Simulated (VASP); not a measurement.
Here is a VASP 6.6.1 calculation.

The input INCAR:

```
  ALGO = Fast
  EDIFF = 1E-6
  ENCUT = 520
  GGA = PS
  ISIF = 2
  ISMEAR = 0
  LASPH = True
  LCHARG = False
  LREAL = False
  LWAVE = False
  NBANDS = 12
  NELM = 100
  PREC = Accurate
  SIGMA = 0.15
```

File KPOINTS:

```
k-points
0
Gamma
  24 24 24
```

Contents of POSCAR:

```
V
1.0
   -2.0330411708      1.5546785424      1.5546785424
    1.5546785424     -2.0330411708      1.5546785424
    1.5546785424      1.5546785424     -2.0330411708
V
1
Direct
    0.0000000000      0.0000000000      0.0000000000
```

Potentials or basis: VASP PAW PBE potentials, release 64 (V_sv).

Run with:

```sh
$ cat potpaw_PBE.64/V_sv/POTCAR > POTCAR
$ mpirun -np 1 vasp_std > vasp.out
```

Question: Estimate the band gap on the k mesh.

Answer: Zero (an odd number of electrons rules out a gap without spin polarisation).

Question: What does it give for the pressure?

Answer: 27.3 GPa.

Stress tensor (GPa, compression positive):
```
27.29 51.06 51.06
51.06 27.29 51.06
51.06 51.06 27.29
```

Caveat: atoms lie so close that the PAW spheres overlap strongly, which falsifies energies and pressures; the cell stands under pressure; the PAW data sets were made with another functional, which shifts forces and pressure a little.
